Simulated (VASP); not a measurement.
Here is a VASP 6.6.1 calculation.

INCAR

```
  PREC = Accurate
  ENCUT = 520
  EDIFF = 1E-7
  ISMEAR = -1
  SIGMA = 0.1
  LREAL = F
  LASPH = T
  NELM = 60
  ALGO = Normal
  ISIF = 2
  LWAVE = F
  LCHARG = F
  GGA = PS
  NBANDS = 13
```

Contents of KPOINTS:

```
regular mesh
0
Gamma
  12 12 6
```

The input POSCAR:

```
Se
1.0
    3.5606106749      0.0000000000      0.0000000000
   -1.7803053375      3.0835792974      0.0000000000
    0.0000000000      0.0000000000      3.8294961084
Se
2
Direct
    0.3333333333      0.6666666667      0.2500000000
    0.6666666667      0.3333333333      0.7500000000
```

Potentials or basis: VASP PAW PBE potentials, release 64 (Se).

Launch:

```sh
$ cat potpaw_PBE.64/Se/POTCAR > POTCAR
$ mpirun -np 1 vasp_std > vasp.out
```

Q: Estimate the pressure.

A: 0.1 GPa.

Q: Estimate the band gap on the k mesh.

A: Zero (band 6 reaches 6.22 eV, above the bottom of band 7 at 3.54 eV).

Caveat: the PAW data sets were made with another functional, which shifts forces and pressure a little.
